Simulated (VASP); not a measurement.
# Si25C24 (a cell with a defect) in VASP: single point with PBE

Aim: the single point of Si25C24 (a cell with a defect) with PBE.

All numbers are computed with VASP 6.6.1; they aren't measurements. Logs are shortened: lines on timing, memory, paths and dates and some standing lists are left out, and cuts for length are marked.

## 1. The cell of the first run

The cell holds a defect, 49 atoms: a = 6.156 Å, b = 6.159 Å, c = 15.432 Å, α = 84.28°, β = 78.50°, γ = 60.02°.

## 2. Single point, PBE, collinear spin

The input, INCAR:

```
PREC = Accurate
ENCUT = 520
EDIFF = 1E-6
ISMEAR = 0
SIGMA = 0.05
LREAL = Auto
LASPH = True
NELM = 200
ALGO = Normal
ISIF = 2
LWAVE = False
LCHARG = False
ISPIN = 2
MAGMOM = 0 0 0 0 0 0 0 0 0 0.2 0 0.2 0 0 0 0 0 0 0 0 0 0 0 0 0.2 0 0.2 0 0.2 0 0 0 0 0 0 0 0 0 0 0 0 0 0 0 0 0 0 0 0
LORBIT = 11
GGA = PE
NBANDS = 132
NELECT = 195.0
GGA_COMPAT = False
KPAR = 2
NCORE = 2
```

The input, KPOINTS:

```
regular mesh
0
Gamma
  2 2 2
```

The input, POSCAR:

```
Si25C24
1.0
   -6.1556000000      0.0000000000      0.0000000000
   -3.0778000000     -5.3350000000      0.0000000000
   -3.0778000000      0.0000000000     15.1219000000
Si C
25 24
Direct
    0.9873500999      0.1637138490      0.8610609619
    0.4868052307      0.1663157607      0.8595352430
    0.9873385316      0.6676847227      0.8610530933
    0.4834381126      0.6676722421      0.8610638608
    0.9072486678      0.8322541732      0.3530069825
    0.4070119107      0.8330659483      0.3527207508
    0.9072313532      0.3335277045      0.3530153157
    0.4060176820      0.3335143565      0.3529939243
    0.9901532427      0.4998750253      0.5196396894
    0.4915715699      0.5020426253      0.5146499163
    0.9949055608     -0.0012679367      0.5146494730
    0.4917274760     -0.0010751512      0.5146454097
    0.7375699655      0.4994861801      0.0249674465
    0.2379638599      0.4990867454      0.0245938789
    0.7371451016      0.9999421129      0.0247207961
    0.2377718220      0.9999560042      0.0247290863
    0.7454386033      0.8079003365      0.7007042030
    0.2349066650      0.8330925744      0.6967500985
    0.7453543969      0.3457516065      0.7007282212
    0.2076202619      0.3457365138      0.7007404470
    0.8217786441      0.1662849683      0.1898341754
    0.3219144483      0.1665422867      0.1892879535
    0.8223182679      0.6661916396      0.1892362288
    0.3219299456      0.6662157954      0.1892382297
    0.6097125224      0.1665118971      0.6137044867
    0.9261765155      0.4998156466      0.6473054936
    0.4233838148      0.5020250138      0.6506282689
    0.9267843935      0.9986506970      0.6506382960
    0.4234474227      0.9987578684      0.6506547680
    0.6755909121      0.4994276533      0.1490557665
    0.1757619583      0.4994395585      0.1487253855
    0.6755111773     -0.0002942315      0.1489120778
    0.1755054035     -0.0002750628      0.1489175713
    0.9246405223      0.1662769658      0.9840030608
    0.4251341986      0.1663010661      0.9830124216
    0.9245782608      0.6663943637      0.9840114793
    0.4245900328      0.6664049730      0.9840215381
    0.8479773366      0.8263578910      0.4777262776
    0.3444291521      0.8331721891      0.4780032596
    0.8478628607      0.3364596779      0.4777442072
    0.3376841497      0.3366191155      0.4777049707
    0.6735843747      0.8316307915      0.8206888931
    0.1736439155      0.8330772342      0.8191384002
    0.6735606863      0.3338122285      0.8207128666
    0.1713740502      0.3338179354      0.8207189359
    0.7596029967      0.1663259048      0.3142580308
    0.2602408438      0.1660101348      0.3132187179
    0.7598164247      0.6665037994      0.3131942376
    0.2602474689      0.6665518910      0.3131915443
```

Potentials or basis: VASP PAW PBE potentials, release 64 (Si, C).

Command:

```
$ cat potpaw_PBE.64/Si/POTCAR potpaw_PBE.64/C/POTCAR > POTCAR
$ mpirun -np 4 vasp_std > vasp.out
```

OUTCAR:

```text
PREC = Accurate
   ENCUT = 520
   EDIFF = 1E-6
   ISMEAR = 0
   LREAL = Auto
   LASPH = True
   NELM = 200
   ISIF = 2
   ISPIN = 2
   LORBIT = 11
   GGA = PE
   NELECT = 195.0

 ion  position               nearest neighbor table
   1  0.987  0.164  0.861-  34 1.86  43 1.87  45 1.88  44 1.88  20 2.97  19 2.97  15 3.04  16 3.04
                            18 3.05   3 3.06   4 3.06  13 3.06   2 3.08   2 3.08   4 3.10   3 3.10
   2  0.487  0.166  0.860-  35 1.87  45 1.88  44 1.88  42 1.88  14 3.06  16 3.06  15 3.06  20 3.07
                            19 3.07  17 3.07   1 3.08   1 3.08   4 3.08   3 3.08   3 3.08   4 3.08
   3  0.987  0.668  0.861-  36 1.86  43 1.87  42 1.88  45 1.88  20 2.97  17 2.97  14 3.04  15 3.04
                            18 3.05   4 3.05   1 3.06  13 3.06   2 3.08   2 3.08   4 3.10   1 3.10
   4  0.483  0.668  0.861-  37 1.86  43 1.87  42 1.88  44 1.88  19 2.97  17 2.97  14 3.04  16 3.04
                            18 3.05   3 3.05   1 3.06  13 3.06   2 3.08   2 3.08   3 3.10   1 3.10
   5  0.907  0.832  0.353-  48 1.88  49 1.88  46 1.88  38 1.89  12 3.03  11 3.03  21 3.04  24 3.05
                            23 3.05   7 3.07   8 3.07   6 3.08   6 3.08   9 3.08   8 3.09   7 3.09
   6  0.407  0.833  0.353-  48 1.87  49 1.87  47 1.87  39 1.89  11 3.02  10 3.02  12 3.02  22 3.05
                            23 3.05  24 3.05   5 3.08   5 3.08   7 3.08   8 3.08   8 3.08   7 3.08
   7  0.907  0.334  0.353-  47 1.88  48 1.88  46 1.88  40 1.89  10 3.03  11 3.03  21 3.04  22 3.05
                            23 3.05   8 3.07   5 3.07   6 3.08   6 3.08   9 3.08   8 3.09   5 3.09
   8  0.406  0.334  0.353-  47 1.88  46 1.88  49 1.88  41 1.89  12 3.03  10 3.03  21 3.04  22 3.05
                            24 3.05   7 3.07   5 3.07   6 3.08   6 3.08   9 3.08   7 3.09   5 3.09
   9  0.990  0.500  0.520-  41 1.85  40 1.85  38 1.85  26 1.93  10 3.08  10 3.08  12 3.08  11 3.08
                            12 3.08  11 3.08   7 3.08   5 3.08   8 3.08
  10  0.492  0.502  0.515-  39 1.85  41 1.89  40 1.89  27 2.06  25 2.33   6 3.02   7 3.03   8 3.03
                            11 3.06  12 3.06   9 3.08   9 3.08  12 3.10  11 3.10
  11  0.995  0.999  0.515-  39 1.85  38 1.89  40 1.89  28 2.06  25 2.33   6 3.02   5 3.03   7 3.03
                            12 3.06  10 3.06   9 3.08   9 3.08  12 3.10  10 3.10
  12  0.492  0.999  0.515-  39 1.85  38 1.89  41 1.89  29 2.06  25 2.33   6 3.02   5 3.03   8 3.03
                            11 3.06  10 3.06   9 3.08   9 3.08  11 3.10  10 3.10
  13  0.738  0.499  0.025-  30 1.88  34 1.88  36 1.88  37 1.88  24 3.05  23 3.06   1 3.06   3 3.06
                             4 3.06  21 3.06  14 3.08  14 3.08  16 3.08  15 3.08  15 3.08  16 3.08
  14  0.238  0.499  0.025-  31 1.88  37 1.88  36 1.88  35 1.88   4 3.04   3 3.04  22 3.06  23 3.06
                            24 3.06   2 3.06  16 3.07  15 3.07  13 3.08  13 3.08  15 3.08  16 3.08
  15  0.737  1.000  0.025-  32 1.88  34 1.88  36 1.88  35 1.88   1 3.04   3 3.04  22 3.06  23 3.06
                             2 3.06  21 3.07  16 3.07  14 3.07  13 3.08  13 3.08  16 3.08  14 3.08
  16  0.238  1.000  0.025-  33 1.88  34 1.88  37 1.88  35 1.88   1 3.04   4 3.04  22 3.06  24 3.06
                             2 3.06  21 3.07  15 3.07  14 3.07  13 3.08  13 3.08  15 3.08  14 3.08
  17  0.745  0.808  0.701-  42 1.82  26 1.83  29 2.00  28 2.00  25 2.32  20 2.85  19 2.85   3 2.97
                             4 2.97   2 3.07  18 3.08  18 3.08
  18  0.235  0.833  0.697-  43 1.85  29 1.90  28 1.90  27 1.90   4 3.05   3 3.05   1 3.05  17 3.08
                            17 3.08  19 3.08  20 3.08  20 3.08  19 3.08
  19  0.745  0.346  0.701-  44 1.82  26 1.83  27 2.00  28 2.00  25 2.32  20 2.85  17 2.85   4 2.97
                             1 2.97   2 3.07  18 3.08  18 3.08
  20  0.208  0.346  0.701-  45 1.82  26 1.83  27 2.00  29 2.00  25 2.32  19 2.85  17 2.85   3 2.97
                             1 2.97   2 3.07  18 3.08  18 3.08
  21  0.822  0.166  0.190-  30 1.88  46 1.88  33 1.88  32 1.88   8 3.04   5 3.04   7 3.04  13 3.06
                            16 3.07  15 3.07  22 3.08  22 3.08  24 3.08  23 3.08  23 3.08  24 3.08
  22  0.322  0.167  0.189-  47 1.87  31 1.88  33 1.88  32 1.88   6 3.05   7 3.05   8 3.05  15 3.06
                            16 3.06  14 3.06  23 3.08  24 3.08  21 3.08  21 3.08  24 3.08  23 3.08
  23  0.822  0.666  0.189-  48 1.87  31 1.88  30 1.88  32 1.88   6 3.05   5 3.05   7 3.05  13 3.06
                            14 3.06  15 3.06  24 3.08  22 3.08  21 3.08  21 3.08  24 3.08  22 3.08
  24  0.322  0.666  0.189-  49 1.87  31 1.88  30 1.88  33 1.88   6 3.05   5 3.05   8 3.05  13 3.05
                            16 3.06  14 3.06  23 3.08  22 3.08  21 3.08  21 3.08  23 3.08  22 3.08
  25  0.610  0.167  0.614-  28 1.87  29 1.87  27 1.88  19 2.32  20 2.32  17 2.32  12 2.33  11 2.33
                            10 2.33
  26  0.926  0.500  0.647-  19 1.83  20 1.83  17 1.83   9 1.93
  27  0.423  0.502  0.651-  25 1.88  18 1.90  20 2.00  19 2.00  10 2.06
  28  0.927  0.999  0.651-  25 1.87  18 1.90  17 2.00  19 2.00  11 2.06
[... 19 lines left out ...]
  48  0.760  0.667  0.313-   6 1.87  23 1.87   5 1.88   7 1.88
  49  0.260  0.667  0.313-   6 1.87  24 1.87   5 1.88   8 1.88

  LATTYP: Found a face centered orthorhombic cell.
 ALAT       =     6.1556000000
 B/A-ratio  =     1.7333809864
 C/A-ratio  =     4.9132172331

  Lattice vectors:

 A1 = (  -0.0000000000,  -5.3350000000,  15.1219000000)
 A2 = (  -3.0778000000,   0.0000000000,  15.1219000000)
 A3 = (  -3.0778000000,  -5.3350000000,   0.0000000000)

Analysis of symmetry for initial positions (statically):
=====================================================================
 Subroutine PRICEL returns:
[... 228 lines left out ...]
   EFERMI =   0.00;   METHOD = LEGACY
   ISMEAR =     0;   SIGMA  =   0.05  broadening in eV -4-tet -1-fermi 0-gaus
   EFERMI_NEDOS =   21; number of points for ismear=-14 and -15
   IALGO  =     38    algorithm
   IMIX   =      4    mixing-type and parameters
     AMIX     =   0.40;   BMIX     =  1.00
     AMIX_MAG =   1.60;   BMIX_MAG =  1.00
  volume/ion in A,a.u.               =      10.13        68.39
  Fermi-wavevector in a.u.,A,eV,Ry     =   1.198807  2.265417 19.553456  1.437138
  Thomas-Fermi vector in A             =   2.334686
   LORBIT       =     11    0 simple, 1 ext, 2 COOP (PROOUT), +10 PAW based schemes
   GGA     = PE    functional components
   LHFCALC =     F    Hartree Fock is set to
   AEXX    =    0.0000 exact exchange contribution
   IVDW    =     0    specifies the selected vdW correction
   LEPSILON=     F    determine dielectric tensor
   LRPA    =     F    only Hartree local field effects (RPA)
 spin polarized calculation
 Gauss-broadening in eV      SIGMA  =   0.05
  energy-cutoff  :      520.00
  volume of cell :      496.61
 maximum number of plane-waves:     13400
 NGX is ok and might be reduce to    48
   NGX = 23   NGY = 23   NGZ = 57

 number of electron     194.9999997 magnetization       0.4976251

 Free energy of the ion-electron system (eV)
  ---------------------------------------------------
  ext. energy  EPLUGINS =         0.00000000
  ---------------------------------------------------
  free energy    TOTEN  =      -366.88349389 eV

  energy without entropy =     -366.87574868  energy(sigma->0) =     -366.87962128

 E-fermi :   9.8933     XC(G=0): -11.4508

 val. band max:        9.8683457179   @ k =   0.0000   0.0000   0.0000
 cond. band min:       9.8935548224   @ k =   0.0000   0.0000   0.5000
 fundamental gap:      0.0252091045
 Fermi energy:         9.8932916920

 spin component 1

 k-point     1 :       0.0000    0.0000    0.0000
  band No.  band energies     occupation
      1      -7.9627      1.00000
      2      -6.5747      1.00000
      3      -6.4878      1.00000
      4      -5.3255      1.00000
      5      -4.9788      1.00000
      6      -4.5155      1.00000
[... 885 lines left out ...]
    108      12.9173      0.00000
    109      13.0038      0.00000
 Fermi energy:         9.8932916920

 spin component 2

 k-point     1 :       0.0000    0.0000    0.0000
  band No.  band energies     occupation
      1      -7.9181      1.00000
      2      -6.5636      1.00000
      3      -6.4804      1.00000
      4      -5.3110      1.00000
      5      -4.9707      1.00000
      6      -4.4912      1.00000
[... 885 lines left out ...]
    108      12.9485      0.00000
    109      13.0253      0.00000
 [bands above 109 left out]

------------------------ aborting loop because EDIFF is reached ----------------------------------------

  FORCE on cell =-STRESS in cart. coord.  units (eV):
  Direction    XX          YY          ZZ          XY          YZ          ZX
  --------------------------------------------------------------------------------------
  -------------------------------------------------------------------------------------
  Total       15.9643799     15.4575180     16.4334854      0.0015677      0.0268540     -0.0123469
  in kB       51.5052454     49.8699770     53.0187016      0.0050577      0.0866380     -0.0398344
  external PRESSURE =      51.4646413 kB  Pullay stress =       0.0000000 kB

 VOLUME and BASIS-vectors are now :
 -----------------------------------------------------------------------------
  energy-cutoff  :      520.00
  volume of cell :      496.61
      direct lattice vectors                 reciprocal lattice vectors
    -6.155600000  0.000000000  0.000000000    -0.162453701  0.093720712 -0.033064628
    -3.077800000 -5.335000000  0.000000000     0.000000000 -0.187441425  0.000000000
    -3.077800000  0.000000000 15.121900000     0.000000000  0.000000000  0.066129256

 POSITION                                       TOTAL-FORCE (eV/Angst)
 -----------------------------------------------------------------------------------
     -9.23178     -0.87341     13.02088         0.000832     -0.009264      0.319001
     -6.15394     -0.88729     12.99781        -0.002019      0.005069      0.341169
    -10.78281     -3.56210     13.02076         0.015067      0.002215      0.310854
     -7.68100     -3.56203     13.02092        -0.012700      0.003645      0.305151
     -9.23266     -4.44008      5.33814        -0.004176      0.230965     -0.145037
     -6.15502     -4.44441      5.33381         0.001045     -0.002565     -0.430804
[... 41 lines left out ...]
     -7.69244     -3.55580      4.73609         0.046032     -0.029437      0.205517
     -4.61743     -3.55605      4.73605        -0.040856     -0.026065      0.203515
 -----------------------------------------------------------------------------------
    total drift:                                0.049396     -0.003250      0.046767

  FREE ENERGIE OF THE ION-ELECTRON SYSTEM (eV)
  ---------------------------------------------------
  free  energy   TOTEN  =      -366.8834938911 eV

  energy  without entropy=     -366.8757486777  energy(sigma->0) =     -366.87962128

 total charge

# of ion       s       p       d       tot
------------------------------------------
    1        0.701   0.977   0.000   1.678
    2        0.700   0.971   0.000   1.671
    3        0.701   0.977   0.000   1.677
    4        0.701   0.977   0.000   1.677
    5        0.703   0.976   0.000   1.680
    6        0.702   0.977   0.000   1.679
[... 41 lines left out ...]
   48        0.835   1.726   0.000   2.562
   49        0.835   1.726   0.000   2.561
--------------------------------------------------
tot         37.859  65.354   0.000 103.213

 magnetization (x)

# of ion       s       p       d       tot
------------------------------------------
    1        0.000   0.002   0.000   0.003
    2        0.000   0.003   0.000   0.003
    3        0.000   0.003   0.000   0.003
    4        0.000   0.003   0.000   0.003
    5        0.000   0.001   0.000   0.001
    6        0.000   0.001   0.000   0.002
[... 41 lines left out ...]
   48        0.000   0.000   0.000   0.000
   49        0.000   0.000   0.000   0.000
--------------------------------------------------
tot          0.060   0.060   0.000   0.120
```

Run time: 12 min. Hardware: 4 MPI ranks of Intel Xeon Platinum 8488C (Sapphire Rapids), shared host; peak memory 0.67 GiB.

Results:

```
Free energy                                           : -366.8835 eV
Largest force                                         : 0.431 eV/Å
Net moment                                            : 0.50 μB per cell
Site moments                                          : Si +0.00, -0.00, +0.01, +0.02 (each value once); C +0.01, +0.00, -0.00 (each value once) μB
Valence electrons inside the program's atomic spheres : Si 1.68, 1.67, 1.65, 1.63, 1.83 (each value once); C 2.58, 2.49, 2.56, 2.55, 2.59, 2.57 (each value once)
```

Forces in eV/Å, atoms in the order of the input:
```
Si   0.001 -0.009  0.319
Si  -0.002  0.005  0.341
Si   0.015  0.002  0.311
Si  -0.013  0.004  0.305
Si  -0.004  0.231 -0.145
Si   0.001 -0.003 -0.431
Si  -0.201 -0.108 -0.148
Si   0.202 -0.115 -0.148
Si   0.003  0.003 -0.179
Si  -0.002  0.223  0.143
Si   0.194 -0.116  0.142
Si  -0.184 -0.105  0.136
Si  -0.002  0.013  0.045
Si   0.001 -0.018  0.057
Si  -0.027  0.004  0.062
Si   0.027  0.003  0.060
Si  -0.001  0.086  0.106
Si   0.002  0.010  0.247
Si  -0.070 -0.049  0.105
Si   0.062 -0.046  0.093
Si  -0.003 -0.002 -0.347
Si  -0.004  0.077 -0.252
Si   0.067 -0.039 -0.261
Si  -0.073 -0.038 -0.260
Si  -0.001 -0.006 -0.414
C   -0.001  0.007 -0.055
C    0.001  0.127 -0.053
C    0.108 -0.071 -0.053
C   -0.106 -0.064 -0.059
C    0.001  0.024  0.123
C    0.004  0.004  0.132
C   -0.017 -0.019  0.129
C    0.018 -0.018  0.126
C    0.002  0.012 -0.123
C    0.002  0.002 -0.099
C   -0.006 -0.004 -0.097
C    0.012 -0.004 -0.098
C    0.005 -0.033  0.083
C   -0.007  0.002  0.060
C    0.025  0.016  0.077
C   -0.033  0.020  0.082
C   -0.004  0.014 -0.224
C   -0.004  0.002 -0.196
C   -0.010 -0.010 -0.231
C    0.011 -0.011 -0.227
C    0.005  0.004  0.201
C   -0.001  0.049  0.206
C    0.046 -0.029  0.206
C   -0.041 -0.026  0.204
```

Caveat: the k points lie up to 0.60 Å⁻¹ apart; the cell carries a net charge on a neutralising background, which shifts energy and pressure; the cell is charged against a uniform background, so pressure and absolute levels hang on convention.
